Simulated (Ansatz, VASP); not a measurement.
**One calculation of BN, two programs**

```xyz
4
Lattice="2.5122 0.0000 0.0000 -1.2561 2.1756 0.0000 0.0000 0.0000 8.3440" Properties=species:S:1:pos:R:3 pbc="T T T"
B     0.0000    1.4504    2.0860
B     1.2561    0.7252    6.2580
N     0.0000    1.4504    6.2580
N     1.2561    0.7252    2.0860
```

Alike in both runs: functional PBE; k mesh 12 × 12 × 4; occupations gaussian, width 0.02 eV; no spin polarisation.

Ansatz relaxed the structure, and its values are those at the end. VASP's run is a single point on that final structure, the one shown.

|  | VASP | Ansatz |
| --- | --- | --- |
| version | VASP 6.6.1 | Ansatz 0.2.0 |
| potentials or method | VASP PAW PBE potentials, release 64 (B, N), cutoff 520 eV | scalar-relativistic, plane waves, PAW |
| valence electrons in the cell | 16 | 16 |

|  | VASP | Ansatz | Ansatz less VASP |
| --- | --- | --- | --- |
| gap on the k mesh at the Fermi level (eV) | 4.40 | 4.40 | +0.002 |
| least direct gap on the mesh (eV) | 4.66 | 4.66 | +0.003 |
| pressure (GPa) | 0.1 | 0.0 | -0.05 |

The functional is the same, so the differences come from potentials, cutoffs and numerics.
